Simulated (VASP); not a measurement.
A run of VASP 6.6.1:

File INCAR:

```
SYSTEM = BeSeO4
PREC = Accurate
ENCUT = 520
EDIFF = 1E-7
ISMEAR = 0
SIGMA = 0.1
LREAL = .False.
LASPH = .True.
NELM = 60
ALGO = Normal
ISIF = 2
LWAVE = .False.
LCHARG = .True.
GGA = PE
LELF = .True.
LVHAR = .True.
NBANDS = 44
```

KPOINTS

```
Automatic mesh
0
Gamma
  3 3 2
  0 0 0
```

File POSCAR:

```
BeSeO4
1.0
    5.3186626929     -0.0000000289      0.0000000000
   -2.6593313214      4.6060970206      0.0000000000
    0.0000000000      0.0000000000      8.6802249000
Be Se O
2 2 8
Direct
    0.6666666667      0.3333333333      0.0775050000
    0.3333333333      0.6666666667      0.5775050000
    0.6666666667      0.3333333333      0.4524460000
    0.3333333333      0.6666666667      0.9524460000
    0.6666666667      0.3333333333      0.2642940000
    0.5005690000      0.0011380000      0.0148790000
    0.5005690000      0.4994310000      0.0148790000
    0.9988620000      0.4994310000      0.0148790000
    0.0011380000      0.5005690000      0.5148790000
    0.4994310000      0.5005690000      0.5148790000
    0.4994310000      0.9988620000      0.5148790000
    0.3333333333      0.6666666667      0.7642940000
```

Potentials or basis: VASP PAW PBE potentials, release 64 (Be, Se, O).

Command:

```bash
$ cat potpaw_PBE.64/Be/POTCAR potpaw_PBE.64/Se/POTCAR potpaw_PBE.64/O/POTCAR > POTCAR
$ mpirun -np 1 vasp_std > vasp.out
```

Hardware: 1 thread of Intel(R) Xeon(R) Platinum 8259CL CPU @ 2.50GHz (Skylake/Cascade Lake) (shared host).

Problem. How long does it take, and how much memory?

Solution. Run time: 84 s on 1 thread of Intel(R) Xeon(R) Platinum 8259CL CPU @ 2.50GHz (Skylake/Cascade Lake) (shared host), peak memory 0.35 GiB. Counts: scf iterations 15, k points 6.
